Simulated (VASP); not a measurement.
TaN, 2 atoms in the cell. Symmetry: I4/mmm, No. 139, tetragonal system. The conventional cell has a = 3.348 Å, b = 3.348 Å, c = 3.693 Å, α = 90.00°, β = 90.00°, γ = 90.00°. Ta (site symmetry 4/mmm) has 6 N at 1.85 to 2.37 Å within 2.5 Å. Within 2.5 Å of N (site symmetry 4/mmm) lie 6 Ta at 1.85 to 2.37 Å.  This cell differs from its parent crystal: ratio of the length along z to the lengths across it x 0.78, volume and fractional coordinates fixed.

- Program: VASP 6.6.1
- Task: single point
- Functional: PBE
- Potentials or basis: VASP PAW PBE potentials, release 64 (Ta_pv, N)
- Cutoff: 600 eV
- k mesh: 20 × 20 × 20
- Occupations: gaussian, width 0.15 eV
- Spin: no spin polarisation
- Dipole correction: no
- Further INCAR settings: ALGO = Normal; EDIFF = 1e-06; NBANDS = 15

Potentials or basis: VASP PAW PBE potentials, release 64 (Ta_pv, N).

Command:

```sh
$ cat potpaw_PBE.64/Ta_pv/POTCAR potpaw_PBE.64/N/POTCAR > POTCAR
$ mpirun -np 1 vasp_std > vasp.out
```

Hardware: 1 thread of Intel(R) Xeon(R) Platinum 8259CL CPU @ 2.50GHz (Skylake/Cascade Lake) (shared host).

Task: How long does it take, and how much memory?

Result: Wall time 2.2 min on 1 thread of Intel(R) Xeon(R) Platinum 8259CL CPU @ 2.50GHz (Skylake/Cascade Lake), with other jobs on the host, peak memory 0.36 GiB. Counts: scf iterations 13, k points 641.
